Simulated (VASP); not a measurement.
# PtS2 in VASP: notebook

PtS2 is run at these levels: PBE+D3(BJ); tasks: single point.

Everything below comes from runs of VASP 6.6.1. Logs are shortened: lines on timing, memory, paths and dates and some standing lists are left out, and cuts for length are marked.

## Step 1: The cell of the first run

The cell holds a slab with vacuum, 6 atoms: a = 3.542 Å, b = 3.542 Å, c = 22.467 Å, α = 90.00°, β = 90.00°, γ = 120.00°.

## Step 2: Single point, PBE+D3(BJ) (layers slid over each other)

File INCAR:

```
SYSTEM = PtS2
PREC     = Accurate       ! precision mode
ENCUT    = 520            ! plane-wave cutoff, eV
EDIFF    = 1E-6           ! SCF threshold, eV
ISMEAR   = 0              ! smearing method
SIGMA    = 0.05           ! smearing width, eV
LREAL    = .False.        ! projectors in reciprocal space
LASPH    = .True.         ! aspherical terms in the spheres
NELM     = 60             ! most SCF steps
ALGO     = Normal         ! electronic algorithm
ISIF     = 2              ! what is computed and relaxed
LWAVE    = .False.        ! write WAVECAR
LCHARG   = .False.        ! write CHGCAR
LDIPOL   = .True.       
IDIPOL   = 3            
DIPOL    = 0.5 0.5 0.416
GGA      = PE             ! functional
IVDW     = 12             ! dispersion correction
NBANDS   = 31             ! bands
```

File KPOINTS:

```
Automatic mesh
0
Gamma
  9 9 1
  0 0 0
```

File POSCAR:

```
PtS2
1.0
    3.5415278079      0.0000000000      0.0000000000
   -1.7707639039      3.0670530498      0.0000000000
    0.0000000000      0.0000000000     22.4670615492
S Pt
4 2
Direct
    0.6666666667      0.3333333333      0.2002932155
    0.3333333333      0.6666666667      0.3108341854
    1.0000000000      0.0000000000      0.5218097057
    1.3333333333     -0.3333333333      0.6323506756
    0.0000000000      0.0000000000      0.2555637004
    1.6666666667      0.3333333333      0.5770801906
```

Potentials or basis: VASP PAW PBE potentials, release 64 (S, Pt).

Launch:

```bash
> cat potpaw_PBE.64/S/POTCAR potpaw_PBE.64/Pt/POTCAR > POTCAR
> mpirun -np 1 vasp_std > vasp.out
```

OUTCAR:

```text
SYSTEM = PtS2
   PREC = Accurate
   ENCUT = 520
   EDIFF = 1E-6
   ISMEAR = 0
   LREAL = .False.
   LASPH = .True.
   NELM = 60
   ISIF = 2
   GGA = PE
   IVDW = 12
 IVDW          = 12

 ion  position               nearest neighbor table
   1  0.667  0.333  0.200-   5 2.39   5 2.39   5 2.39
   2  0.333  0.667  0.311-   5 2.39   5 2.39   5 2.39
   3  0.000  0.000  0.522-   6 2.39   6 2.39   6 2.39
   4  0.333  0.667  0.632-   6 2.39   6 2.39   6 2.39
   5  0.000  0.000  0.256-   1 2.39   1 2.39   1 2.39   2 2.39   2 2.39   2 2.39
   6  0.667  0.333  0.577-   3 2.39   3 2.39   3 2.39   4 2.39   4 2.39   4 2.39

  LATTYP: Found a hexagonal cell.
 ALAT       =     3.5415278079
 C/A-ratio  =     6.3438896340

  Lattice vectors:

 A1 = (   3.5415278079,   0.0000000000,   0.0000000000)
 A2 = (  -1.7707639039,   3.0670530498,   0.0000000000)
 A3 = (   0.0000000000,   0.0000000000,  22.4670615492)

Analysis of symmetry for initial positions (statically):
=====================================================================
 Subroutine PRICEL returns:
 Original cell was already a primitive cell.

 Routine SETGRP: Setting up the symmetry group for a
 hexagonal supercell.

 Subroutine GETGRP returns: Found  6 space group operations
 (whereof  6 operations were pure point group operations)
 out of a pool of 24 trial point group operations.

The static configuration has the point symmetry C_3v.

Analysis of symmetry for dynamics (positions and initial velocities):
=====================================================================
 Subroutine PRICEL returns:
 Original cell was already a primitive cell.

 Routine SETGRP: Setting up the symmetry group for a
 hexagonal supercell.

 Subroutine GETGRP returns: Found  6 space group operations
 (whereof  6 operations were pure point group operations)
 out of a pool of 24 trial point group operations.

The dynamic configuration has the point symmetry C_3v.

 Subroutine INISYM returns: Found  6 space group operations
 (whereof  6 operations are pure point group operations),
 and found     1 'primitive' translations

----------------------------------------------------------------------------------------

                                     Primitive cell

  volume of cell :     244.0384

  direct lattice vectors                    reciprocal lattice vectors
     3.541527808  0.000000000  0.000000000     0.282364012  0.163022938  0.000000000
    -1.770763904  3.067053050  0.000000000     0.000000000  0.326045877  0.000000000
     0.000000000  0.000000000 22.467061549     0.000000000  0.000000000  0.044509603

  length of vectors
     3.541527808  3.541527808 22.467061549     0.326045877  0.326045877  0.044509603

  position of ions in fractional coordinates (direct lattice)
     0.666666667  0.333333333  0.200293215
     0.333333333  0.666666667  0.310834185
     0.000000000  0.000000000  0.521809706
     0.333333333  0.666666667  0.632350676
     0.000000000  0.000000000  0.255563700
     0.666666667  0.333333333  0.577080191

  ion indices of the primitive-cell ions
   primitive index   ion index
                 1           1
                 2           2
                 3           3
                 4           4
                 5           5
                 6           6

----------------------------------------------------------------------------------------

 KPOINTS: Automatic mesh

Automatic generation of k-mesh.
 Grid dimensions read from file:
 generate k-points for:    9    9    1

 Generating k-lattice:

  Cartesian coordinates                     Fractional coordinates (reciprocal lattice)
     0.031373779  0.018113660  0.000000000     0.111111111 -0.000000000  0.000000000
     0.000000000  0.036227320  0.000000000     0.000000000  0.111111111  0.000000000
     0.000000000  0.000000000  0.044509603     0.000000000  0.000000000  1.000000000

  Length of vectors
     0.036227320  0.036227320  0.044509603

  Shift w.r.t. Gamma in fractional coordinates (k-lattice)
     0.000000000  0.000000000  0.000000000

 Subroutine IBZKPT returns following result:
 ===========================================

 Found     12 irreducible k-points:

 Following reciprocal coordinates:
            Coordinates               Weight
  0.000000  0.000000  0.000000      1.000000
  0.111111 -0.000000  0.000000      6.000000
  0.222222  0.000000  0.000000      6.000000
  0.333333 -0.000000  0.000000      6.000000
  0.444444  0.000000  0.000000      6.000000
  0.111111  0.111111  0.000000      6.000000
  0.222222  0.111111  0.000000     12.000000
  0.333333  0.111111  0.000000     12.000000
  0.444444  0.111111  0.000000      6.000000
  0.222222  0.222222  0.000000      6.000000
  0.333333  0.222222  0.000000     12.000000
  0.333333  0.333333  0.000000      2.000000
   k-points           NKPTS =     12   k-points in BZ     NKDIM =     12   number of bands    NBANDS=     31
   number of dos      NEDOS =    301   number of ions     NIONS =      6
   total plane-waves  NPLWV = 131712
   dimension x,y,z NGX =    28 NGY =   28 NGZ =  168
   dimension x,y,z NGXF=    56 NGYF=   56 NGZF=  336
   ions per type =               4   2
   NGX,Y,Z   is equivalent  to a cutoff of  13.14, 13.14, 12.43 a.u.
   NGXF,Y,Z  is equivalent  to a cutoff of  26.29, 26.29, 24.86 a.u.
 SYSTEM =  PtS2
   PREC   = accura    normal or accurate (medium, high low for compatibility)
   ISTART =      0    job   : 0-new  1-cont  2-samecut
   ICHARG =      2    charge: 1-file 2-atom 10-const
   ISPIN  =      1    spin polarized calculation?
   LNONCOLLINEAR =      F non collinear calculations
   LSORBIT =      F    spin-orbit coupling
   LASPH  =      T    aspherical Exc in radial PAW
   ENCUT  =  520.0 eV  38.22 Ry    6.18 a.u.   6.58  6.58 41.77*2*pi/ulx,y,z
   NELM   =     60;   NELMIN=  2; NELMDL= -5     # of ELM steps
   EDIFF  = 0.1E-05   stopping-criterion for ELM
   LREAL  =      F    real-space projection
   EDIFFG = 0.1E-04   stopping-criterion for IOM
   NSW    =      0    number of steps for IOM
   IBRION =     -1    ionic relax: 0-MD 1-quasi-New 2-CG
   NFREE  =      0    steps in history (QN), initial steepest desc. (CG)
   ISIF   =      2    stress and relaxation
   ISYM   =      2    0-nonsym 1-usesym 2-fastsym
   POTIM  = 0.5000    time-step for ionic-motion
   TEBEG  =    0.0;   TEEND  =   0.0 temperature during run
   PSTRESS=    0.0 pullay stress
   NELECT =      44.0000    total number of electrons
   NUPDOWN=      -1.0000    fix difference up-down
   EMIN   =  10.00;   EMAX   =-10.00  energy-range for DOS
   EFERMI =   0.00;   METHOD = LEGACY
   ISMEAR =     0;   SIGMA  =   0.05  broadening in eV -4-tet -1-fermi 0-gaus
   EFERMI_NEDOS =   21; number of points for ismear=-14 and -15
   IALGO  =     38    algorithm
   IMIX   =      4    mixing-type and parameters
     AMIX     =   0.40;   BMIX     =  1.00
     AMIX_MAG =   1.60;   BMIX_MAG =  1.00
  volume/ion in A,a.u.               =      40.67       274.48
  Fermi-wavevector in a.u.,A,eV,Ry     =   0.924854  1.747720 11.637800  0.855354
  Thomas-Fermi vector in A             =   2.050645
   LORBIT       =      0    0 simple, 1 ext, 2 COOP (PROOUT), +10 PAW based schemes
   GGA     = PE    functional components
   LHFCALC =     F    Hartree Fock is set to
   AEXX    =    0.0000 exact exchange contribution
   IVDW    =    12    specifies the selected vdW correction
   LEPSILON=     F    determine dielectric tensor
   LRPA    =     F    only Hartree local field effects (RPA)
 non-spin polarized calculation
 Gauss-broadening in eV      SIGMA  =   0.05
  energy-cutoff  :      520.00
  volume of cell :      244.04
 maximum number of plane-waves:      6671
 NGX is ok and might be reduce to    28
   NGX = 13   NGY = 13   NGZ = 83

 dipolmoment           0.000000      0.000000     -0.000014 electrons x Angstroem

 number of electron      44.0000001 magnetization

 dipolmoment           0.000000      0.000000      0.000062 electrons x Angstroem

 Free energy of the ion-electron system (eV)
  ---------------------------------------------------
  ext. energy  EPLUGINS =         0.00000000
  ---------------------------------------------------
  free energy    TOTEN  =       -30.91104360 eV

  energy without entropy =      -30.91104360  energy(sigma->0) =      -30.91104360

 E-fermi :  -0.5572     XC(G=0):  -5.5709

 val. band max:       -0.8467636046   @ k =   0.1111  -0.0000   0.0000
 cond. band min:       0.9213835655   @ k =   0.2222   0.0000   0.0000
 fundamental gap:      1.7681471701
 Fermi energy:        -0.5571924832

 k-point     1 :       0.0000    0.0000    0.0000
  band No.  band energies     occupation
      1     -14.8849      2.00000
      2     -14.8822      2.00000
      3     -12.6862      2.00000
      4     -12.6790      2.00000
      5      -6.3871      2.00000
      6      -6.3871      2.00000
[... 23 lines left out ...]
     30       5.3262      0.00000
     31       5.4718      0.00000

 k-point     2 :       0.1111   -0.0000    0.0000
  band No.  band energies     occupation
      1     -14.7305      2.00000
      2     -14.7279      2.00000
      3     -12.7179      2.00000
      4     -12.7115      2.00000
      5      -6.3775      2.00000
      6      -6.3737      2.00000
[... 23 lines left out ...]
     30       5.9793      0.00000
     31       6.0055      0.00000

 k-point     3 :       0.2222    0.0000    0.0000
  band No.  band energies     occupation
      1     -14.3031      2.00000
      2     -14.3005      2.00000
      3     -12.7990      2.00000
      4     -12.7943      2.00000
      5      -6.3071      2.00000
      6      -6.2967      2.00000
[... 295 lines left out ...]
     30       7.4872      0.00000
     31       7.9210      0.00000

 k-point    12 :       0.3333    0.3333    0.0000
  band No.  band energies     occupation
      1     -12.9594      2.00000
      2     -12.9593      2.00000
      3     -12.9584      2.00000
      4     -12.9583      2.00000
      5      -6.2108      2.00000
      6      -6.2099      2.00000
[... 23 lines left out ...]
     30       7.9767      0.00000
     31       8.0432      0.00000

------------------------ aborting loop because EDIFF is reached ----------------------------------------

 vacuum level on the upper side and lower side of the slab       (xc-potential included)        -0.067        -0.053

 Edisp (eV)   -1.75065

 E8    (eV) :    -0.7325

  FORCE on cell =-STRESS in cart. coord.  units (eV):
  Direction    XX          YY          ZZ          XY          YZ          ZX
  --------------------------------------------------------------------------------------
  -------------------------------------------------------------------------------------
  Total      -0.45843    -0.45843    -0.66453    -0.00000     0.00000    -0.00000
  in kB      -3.00972    -3.00972    -4.36281    -0.00000     0.00000    -0.00000
  external pressure =       -3.46 kB  Pullay stress =        0.00 kB

 VOLUME and BASIS-vectors are now :
 -----------------------------------------------------------------------------
  energy-cutoff  :      520.00
  volume of cell :      244.04
      direct lattice vectors                 reciprocal lattice vectors
     3.541527808  0.000000000  0.000000000     0.282364012  0.163022938  0.000000000
    -1.770763904  3.067053050  0.000000000     0.000000000  0.326045877  0.000000000
     0.000000000  0.000000000 22.467061549     0.000000000  0.000000000  0.044509603

 POSITION                                       TOTAL-FORCE (eV/Angst)
 -----------------------------------------------------------------------------------
      1.77076      1.02235      4.50000        -0.000000      0.000000      0.043408
     -0.00000      2.04470      6.98353         0.000000     -0.000000     -0.001101
      0.00000      0.00000     11.72353         0.000000     -0.000000      0.001328
     -0.00000      2.04470     14.20706         0.000000     -0.000000     -0.043175
      0.00000      0.00000      5.74177        -0.000000     -0.000000      0.023446
      1.77076      1.02235     12.96530        -0.000000      0.000000     -0.023907
 -----------------------------------------------------------------------------------
    total drift:                                0.000000      0.000000     -0.000116

  FREE ENERGIE OF THE ION-ELECTRON SYSTEM (eV)
  ---------------------------------------------------
  free  energy   TOTEN  =       -32.6616953610 eV

  energy  without entropy=      -32.6616953610  energy(sigma->0) =      -32.66169536

 vacuum level on the upper side and lower side of the slab         5.419         5.435
```

It took 92 s on 1 thread of AMD EPYC 9R45 (Zen 5), shared host; peak memory 0.35 GiB.

What came out:

```
Free energy                : -32.6617 eV
Largest force              : 0.043 eV/Å
Band gap on the k mesh     : 1.77 eV (least direct gap 1.84 eV)
Dispersion energy per atom : -0.292 eV
```

Forces in eV/Å, atoms in the order of the input:
```
S    0.000  0.000  0.043
S    0.000  0.000 -0.001
S    0.000  0.000  0.001
S    0.000  0.000 -0.043
Pt   0.000  0.000  0.023
Pt   0.000  0.000 -0.024
```

Caveat: the cell differs from its parent crystal (layers slid over each other); spin-orbit coupling is left out, which moves the levels of the heavy elements.

[end of part 1 of 2]
